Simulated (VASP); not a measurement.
# KBr (P2_1/m) in VASP: notebook

The runs below take KBr through single point, with PBE, r2SCAN.

All numbers are computed with VASP 6.6.1; they aren't measurements. Logs are shortened: lines on timing, memory, paths and dates and some standing lists are left out, and cuts for length are marked.

## Step 1: The cell of the first run

Symmetry: P2_1/m, No. 11, monoclinic system. Conventional cell: a = 4.535 Å, b = 8.020 Å, c = 4.559 Å, α = 90.00°, β = 119.46°, γ = 90.00°. K (site symmetry -1) has 6 Br at 3.31 Å and 2 K at 4.01 Å within 4.3 Å. Br (site symmetry m) has 6 K at 3.31 Å within 4.3 Å.

## Step 2: Single point, PBE (shear xy strain -1.2%)

Contents of INCAR:

```
SYSTEM = KBr
PREC = Accurate
ENCUT = 520
EDIFF = 1E-6
ISMEAR = -1
SIGMA = 0.02
LREAL = .FALSE.
LASPH = .TRUE.
NELM = 80
ALGO = Normal
ISIF = 2
LWAVE = .FALSE.
LCHARG = .FALSE.
GGA = PE
NBANDS = 24
```

Contents of KPOINTS:

```
regular mesh
0
G
  6 6 4
  0 0 0
```

Contents of POSCAR:

```
KBr
1.0
    4.5592982998     -0.0284956144      0.0000000000
   -2.3043270759      3.9627159583      0.0000000000
    0.0000000000      0.0000000000      8.0200647660
K Br
2 2
Direct
    0.0000000000      0.0000000000      0.0000000000
    0.0000000000      0.0000000000      0.5000000000
    0.3305815304      0.6666255003      0.2500000000
    0.6694184696      0.3333744997      0.7500000000
```

Potentials or basis: VASP PAW PBE potentials, release 64 (K_sv, Br).

Launch:

```
> cat potpaw_PBE.64/K_sv/POTCAR potpaw_PBE.64/Br/POTCAR > POTCAR
> mpirun -np 1 vasp_std > vasp.out
```

OUTCAR:

```text
SYSTEM = KBr
   PREC = Accurate
   ENCUT = 520
   EDIFF = 1E-6
   ISMEAR = -1
   LREAL = .FALSE.
   LASPH = .TRUE.
   NELM = 80
   ISIF = 2
   GGA = PE

 ion  position               nearest neighbor table
   1  0.000  0.000  0.000-
   2  0.000  0.000  0.500-
   3  0.331  0.667  0.250-
   4  0.669  0.333  0.750-

  LATTYP: Found a simple monoclinic cell.
 ALAT       =     4.5346427572
 B/A-ratio  =     1.7686210790
 C/A-ratio  =     1.0054567894
 COS(beta)  =    -0.4918444308

  Lattice vectors:

 A1 = (   2.2549712239,   3.9342203439,   0.0000000000)
 A2 = (   0.0000000000,   0.0000000000,  -8.0200647660)
 A3 = (  -4.5592982998,   0.0284956144,   0.0000000000)

Analysis of symmetry for initial positions (statically):
=====================================================================
 Subroutine PRICEL returns:
 Original cell was already a primitive cell.

 Routine SETGRP: Setting up the symmetry group for a
 simple monoclinic supercell.

 Subroutine GETGRP returns: Found  4 space group operations
 (whereof  2 operations were pure point group operations)
 out of a pool of  4 trial point group operations.

The static configuration has the point symmetry S_2 .
 The point group associated with its full space group is C_2h.

Analysis of symmetry for dynamics (positions and initial velocities):
=====================================================================
 Subroutine PRICEL returns:
 Original cell was already a primitive cell.

 Routine SETGRP: Setting up the symmetry group for a
 simple monoclinic supercell.

 Subroutine GETGRP returns: Found  4 space group operations
 (whereof  2 operations were pure point group operations)
 out of a pool of  4 trial point group operations.

The dynamic configuration has the point symmetry S_2 .
 The point group associated with its full space group is C_2h.

 Subroutine INISYM returns: Found  4 space group operations
 (whereof  2 operations are pure point group operations),
 and found     1 'primitive' translations

----------------------------------------------------------------------------------------

                                     Primitive cell

  volume of cell :     144.3735

  direct lattice vectors                    reciprocal lattice vectors
[... 82 lines left out ...]
   PREC   = accura    normal or accurate (medium, high low for compatibility)
   ISTART =      0    job   : 0-new  1-cont  2-samecut
   ICHARG =      2    charge: 1-file 2-atom 10-const
   ISPIN  =      1    spin polarized calculation?
   LNONCOLLINEAR =      F non collinear calculations
   LSORBIT =      F    spin-orbit coupling
   LASPH  =      T    aspherical Exc in radial PAW
   ENCUT  =  520.0 eV  38.22 Ry    6.18 a.u.   8.48  8.52 14.91*2*pi/ulx,y,z
   NELM   =     80;   NELMIN=  2; NELMDL= -5     # of ELM steps
   EDIFF  = 0.1E-05   stopping-criterion for ELM
   LREAL  =      F    real-space projection
   EDIFFG = 0.1E-04   stopping-criterion for IOM
   NSW    =      0    number of steps for IOM
   IBRION =     -1    ionic relax: 0-MD 1-quasi-New 2-CG
   NFREE  =      0    steps in history (QN), initial steepest desc. (CG)
   ISIF   =      2    stress and relaxation
   ISYM   =      2    0-nonsym 1-usesym 2-fastsym
   POTIM  = 0.5000    time-step for ionic-motion
   TEBEG  =    0.0;   TEEND  =   0.0 temperature during run
   PSTRESS=    0.0 pullay stress
   NELECT =      32.0000    total number of electrons
   NUPDOWN=      -1.0000    fix difference up-down
   EMIN   =  10.00;   EMAX   =-10.00  energy-range for DOS
   EFERMI =   0.00;   METHOD = LEGACY
   ISMEAR =    -1;   SIGMA  =   0.02  broadening in eV -4-tet -1-fermi 0-gaus
   EFERMI_NEDOS =   21; number of points for ismear=-14 and -15
   IALGO  =     38    algorithm
   IMIX   =      4    mixing-type and parameters
     AMIX     =   0.40;   BMIX     =  1.00
     AMIX_MAG =   1.60;   BMIX_MAG =  1.00
  volume/ion in A,a.u.               =      36.09       243.57
  Fermi-wavevector in a.u.,A,eV,Ry     =   0.990746  1.872238 13.355173  0.981578
  Thomas-Fermi vector in A             =   2.122438
   LORBIT       =      0    0 simple, 1 ext, 2 COOP (PROOUT), +10 PAW based schemes
   GGA     = PE    functional components
   LHFCALC =     F    Hartree Fock is set to
   AEXX    =    0.0000 exact exchange contribution
   IVDW    =     0    specifies the selected vdW correction
   LEPSILON=     F    determine dielectric tensor
   LRPA    =     F    only Hartree local field effects (RPA)
 non-spin polarized calculation
  energy-cutoff  :      520.00
  volume of cell :      144.37
 maximum number of plane-waves:      3930
 NGX is ok and might be reduce to    36
   NGX = 17   NGY = 17   NGZ = 29

 number of electron      31.9999999 magnetization

 Free energy of the ion-electron system (eV)
  ---------------------------------------------------
  ext. energy  EPLUGINS =         0.00000000
  ---------------------------------------------------
  free energy    TOTEN  =       -12.33295137 eV

  energy without entropy =      -12.33295137  energy(sigma->0) =      -12.33295137

 E-fermi :  -1.2522     XC(G=0):  -7.3497

 val. band max:       -1.6677873266   @ k =   0.0000   0.0000   0.0000
 cond. band min:       2.6704029248   @ k =   0.0000   0.0000   0.0000
 fundamental gap:      4.3381902514
 Fermi energy:        -1.2522160876

 k-point     1 :       0.0000    0.0000    0.0000
  band No.  band energies     occupation
      1     -29.6295      2.00000
      2     -29.6178      2.00000
      3     -14.2716      2.00000
      4     -14.0316      2.00000
      5     -13.1076      2.00000
      6     -13.1070      2.00000
[... 637 lines left out ...]
     23       7.7662      0.00000
     24       7.8189      0.00000

 [... further k-points ...]
[... 5 lines left out ...]
  --------------------------------------------------------------------------------------
  -------------------------------------------------------------------------------------
  Total        0.6376478      0.6399804      0.6585093      0.0584137      0.0000000      0.0000000
  in kB        7.0762619      7.1021473      7.3077708      0.6482425      0.0000000      0.0000000
  external PRESSURE =       7.1620600 kB  Pullay stress =       0.0000000 kB

 VOLUME and BASIS-vectors are now :
 -----------------------------------------------------------------------------
  energy-cutoff  :      520.00
  volume of cell :      144.37
      direct lattice vectors                 reciprocal lattice vectors
     4.559298300 -0.028495614  0.000000000     0.220132042  0.128007213  0.000000000
    -2.304327076  3.962715958  0.000000000     0.001582954  0.253272668  0.000000000
     0.000000000  0.000000000  8.020064766     0.000000000  0.000000000  0.124687272

 POSITION                                       TOTAL-FORCE (eV/Angst)
 -----------------------------------------------------------------------------------
      0.00000      0.00000      0.00000         0.000000      0.000000      0.000000
      0.00000      0.00000      4.01003         0.000000      0.000000      0.000000
     -0.02890      2.63223      2.00502        -0.000658      0.000082      0.000000
      2.28387      1.30199      6.01505         0.000658     -0.000082      0.000000
 -----------------------------------------------------------------------------------
    total drift:                               -0.000000      0.000000     -0.000000

  FREE ENERGIE OF THE ION-ELECTRON SYSTEM (eV)
  ---------------------------------------------------
  free  energy   TOTEN  =       -12.3329513668 eV

  energy  without entropy=      -12.3329513668  energy(sigma->0) =      -12.33295137
```

OSZICAR:

```text
N       E                     dE             d eps       ncg     rms          rms(c)
DAV:   1     0.230065980788E+03    0.23007E+03   -0.13810E+04  2880   0.116E+03
DAV:   2     0.564473129703E+01   -0.22442E+03   -0.21250E+03  3520   0.292E+02
DAV:   3    -0.122842293543E+02   -0.17929E+02   -0.17849E+02  4784   0.719E+01
DAV:   4    -0.126806934085E+02   -0.39646E+00   -0.39568E+00  4144   0.104E+01
DAV:   5    -0.126933299532E+02   -0.12637E-01   -0.12636E-01  4288   0.145E+00    0.437E+00
DAV:   6    -0.123379908413E+02    0.35534E+00   -0.55932E-01  3544   0.287E+00    0.316E+00
DAV:   7    -0.123134443799E+02    0.24546E-01   -0.33547E-01  3664   0.242E+00    0.147E+00
DAV:   8    -0.123313887899E+02   -0.17944E-01   -0.54806E-02  3968   0.123E+00    0.280E-01
DAV:   9    -0.123314965350E+02   -0.10775E-03   -0.95309E-04  3864   0.160E-01    0.181E-01
DAV:  10    -0.123329317471E+02   -0.14352E-02   -0.25526E-03  3384   0.233E-01    0.724E-02
DAV:  11    -0.123329408816E+02   -0.91345E-05   -0.98723E-05  4528   0.525E-02    0.250E-02
DAV:  12    -0.123329489603E+02   -0.80787E-05   -0.24209E-05  3568   0.237E-02    0.614E-03
DAV:  13    -0.123329510531E+02   -0.20928E-05   -0.52623E-06  3480   0.132E-02    0.363E-03
DAV:  14    -0.123329513668E+02   -0.31372E-06   -0.16262E-07  2792   0.305E-03
   1 F= -.12332951E+02 E0= -.12332951E+02  d E =-.102642E-10
```

stdout:

```text
POSCAR found type information on POSCAR K Br
 POSCAR found :  2 types and       4 ions
 scaLAPACK will be used
 LDA part: xc-table for (Slater+PW92), standard interpolation
 POSCAR, INCAR and KPOINTS ok, starting setup
 FFT: planning ... GRIDC
 FFT: planning ... GRID_SOFT
 FFT: planning ... GRID
 WAVECAR not read
 entering main loop
```

Run time: 1.9 min. Hardware: 1 thread of AMD EPYC 9R45 (Zen 5), shared host; peak memory 0.34 GiB.

What came out:

```
Free energy            : -12.3330 eV
Pressure               : 0.7 GPa
Band gap on the k mesh : 4.34 eV
```

Caveat: the cell differs from its parent crystal (shear xy strain -1.2%).

## Step 3: Single point, r2SCAN (shear xy strain -1.2%)

POSCAR is that of step 2.

Contents of INCAR.step1:

```
  PREC = Accurate
  ENCUT = 520
  ISMEAR = 0
  SIGMA = 0.01
  LREAL = False
  LASPH = True
  NELM = 80
  NBANDS = 24
  GGA = PE
  ALGO = Normal
  EDIFF = 1E-4
  LWAVE = True
  LCHARG = False
```

Contents of INCAR.step2:

```
  PREC = Accurate
  ENCUT = 520
  EDIFF = 1E-6
  ISMEAR = 0
  SIGMA = 0.01
  LREAL = False
  LASPH = True
  NELM = 80
  ALGO = Normal
  ISIF = 2
  LWAVE = False
  LCHARG = False
  METAGGA = R2SCAN
  LMIXTAU = True
  NBANDS = 24
  ISTART = 1
```

Contents of KPOINTS:

```
regular mesh
0
Gamma
  6 6 4
```

Potentials or basis: VASP PAW PBE potentials, release 64 (K_sv, Br).

Launch:

```
> cat potpaw_PBE.64/K_sv/POTCAR potpaw_PBE.64/Br/POTCAR > POTCAR
> cp INCAR.step1 INCAR
> mpirun -np 1 vasp_std > vasp.out
> cp INCAR.step2 INCAR
> mpirun -np 1 vasp_std > vasp.out
```

Run time: 7.5 min. Hardware: 1 thread of AMD EPYC 9R45 (Zen 5), shared host; peak memory 0.38 GiB.

Results (log left out):

| Quantity | Value |
| --- | --- |
| Free energy | -46.3932 eV |
| Pressure | 0.0 GPa |
| Band gap on the k mesh | 4.98 eV |

Stress tensor (GPa, compression positive):
```
0.03 0.07 0.00
0.07 0.03 0.00
0.00 0.00 0.01
```

Levels at points of the mesh, in eV from the valence-band top:
```csv
k point,band 13,band 14,band 15,band 16,band 17,band 18,band 19,band 20
"(0.00, 0.00, 0.00)",-0.27,-0.19,-0.03,0.00,4.98,7.13,7.22,8.46
"(0.50, 0.00, 0.00)",-0.59,-0.56,-0.39,-0.31,6.59,7.41,7.61,8.47
"(0.00, 0.50, 0.00)",-0.58,-0.57,-0.37,-0.29,6.60,7.41,7.57,8.48
"(0.50, 0.50, 0.00)",-0.58,-0.58,-0.34,-0.27,6.62,7.40,7.54,8.48
"(0.00, 0.00, 0.50)",-0.16,-0.16,-0.14,-0.14,6.19,6.19,7.83,7.83
"(0.50, 0.00, 0.50)",-0.48,-0.48,-0.35,-0.35,7.23,7.23,7.44,7.44
"(0.00, 0.50, 0.50)",-0.49,-0.49,-0.33,-0.33,7.22,7.22,7.45,7.45
"(0.50, 0.50, 0.50)",-0.49,-0.49,-0.31,-0.31,7.21,7.21,7.46,7.46
```

Caveat: the cell differs from its parent crystal (shear xy strain -1.2%); the PAW data sets were made with another functional, which shifts forces and pressure a little. A k mesh can miss the band edges.
